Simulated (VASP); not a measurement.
Here is a VASP 6.6.1 calculation.

Contents of INCAR:

```
SYSTEM = H4RuCl
PREC = Accurate
ENCUT = 520
EDIFF = 1E-6
ISMEAR = 0
SIGMA = 0.1
LREAL = .False.
LASPH = .True.
NELM = 60
ALGO = Normal
ISIF = 2
LWAVE = .False.
LCHARG = .False.
GGA = PE
NBANDS = 22
```

The input KPOINTS:

```
Automatic mesh
0
Gamma
  12 12 8
  0 0 0
```

Contents of POSCAR:

```
H4RuCl
1.0
    3.0975416424      0.0000000000      0.0000000000
   -1.5487708212      2.6825497516      0.0000000000
    0.0000000000      0.0000000000      5.5003692316
H Ru Cl
4 1 1
Direct
    0.3333333333      0.6666666667      0.8475255293
    0.3333333333      0.6666666667      0.1524744707
    0.6666666667      0.3333333333      0.8475255293
    0.6666666667      0.3333333333      0.1524744707
    0.0000000000      0.0000000000      0.0000000000
    0.0000000000      0.0000000000      0.5000000000
```

Potentials or basis: VASP PAW PBE potentials, release 64 (H, Ru_pv, Cl).

Run with:

```bash
$ cat potpaw_PBE.64/H/POTCAR potpaw_PBE.64/Ru_pv/POTCAR potpaw_PBE.64/Cl/POTCAR > POTCAR
$ mpirun -np 1 vasp_std > vasp.out
```

(1) Predict the pressure.

Results:

(1) -0.2 GPa.

Caveat: an odd number of electrons without spin polarisation forces a metal; a magnetic or distorted state may lie lower.
